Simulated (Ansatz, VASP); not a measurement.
## Au in VASP and in Ansatz

```xyz
1
Lattice="0.0000 2.0783 2.0783 2.0783 0.0000 2.0783 2.0783 2.0783 0.0000" Properties=species:S:1:pos:R:3 pbc="T T T"
Au    0.0000    0.0000    0.0000
```

Alike in both runs: task single point; functional PBE; k mesh 13 × 13 × 13; occupations fermi-dirac, width 0.6 eV; no spin polarisation.

|  | VASP | Ansatz |
| --- | --- | --- |
| version | VASP 6.6.1 | Ansatz 0.2.0 |
| potentials or method | VASP PAW PBE potentials, release 64 (Au), cutoff 520 eV | plane waves (420 eV) with PAW, scalar-relativistic |
| valence electrons in the cell | 11 | 19 |

```tsv
	VASP	Ansatz	Ansatz less VASP
pressure (GPa)	1.6	1.8	+0.26
```

The functional is the same, so the differences come from potentials, cutoffs and numerics. VASP's potentials hold 11 valence electrons a cell and Ansatz's 19, so a difference there can come from the potentials and not from the codes.

Neither program's run includes spin-orbit coupling.
